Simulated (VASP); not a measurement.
Input of a VASP 6.6.1 run:

The input INCAR:

```
PREC     = Accurate       # precision mode
ENCUT    = 600            # plane-wave cutoff, eV
EDIFF    = 1E-6           # SCF threshold, eV
ISMEAR   = -1             # smearing method
SIGMA    = 0.08           # smearing width, eV
LREAL    = F              # projectors in reciprocal space
LASPH    = T              # aspherical terms in the spheres
NELM     = 200            # most SCF steps
ALGO     = Normal         # electronic algorithm
ISIF     = 2              # what is computed and relaxed
LWAVE    = F              # write WAVECAR
LCHARG   = F              # write CHGCAR
ISPIN    = 2              # spin polarisation
MAGMOM   = 7              # initial moments
LORBIT   = 11             # projections on sites
LMAXMIX  = 6              # l up to which the mixer works
GGA      = PS             # functional
NBANDS   = 19             # bands
GGA_COMPAT= F
```

The input KPOINTS:

```
regular mesh
0
Gamma
  14 14 14
```

The input POSCAR:

```
Gd
1.0
   -1.7974251472      1.7974251472      1.7974251472
    1.7974251472     -1.7974251472      1.7974251472
    1.7974251472      1.7974251472     -1.7974251472
Gd
1
Direct
    0.0000000000      0.0000000000      0.0000000000
```

Potentials or basis: VASP PAW PBE potentials, release 64 (Gd).

The run is started by

```bash
$ cat potpaw_PBE.64/Gd/POTCAR > POTCAR
$ mpirun -np 1 vasp_std > vasp.out
```

**Question.** What does it give for the pressure?

**Answer.** 16.5 GPa.

**Question.** Estimate the net moment.

**Answer.** 7.53 μB per cell.

**Question.** What does it give for the site moments?

**Answer.** Gd +7.02 μB.

Caveat: the PAW data sets were made with another functional, which shifts forces and pressure a little. The state reached can hang on the start; a lower one may exist.
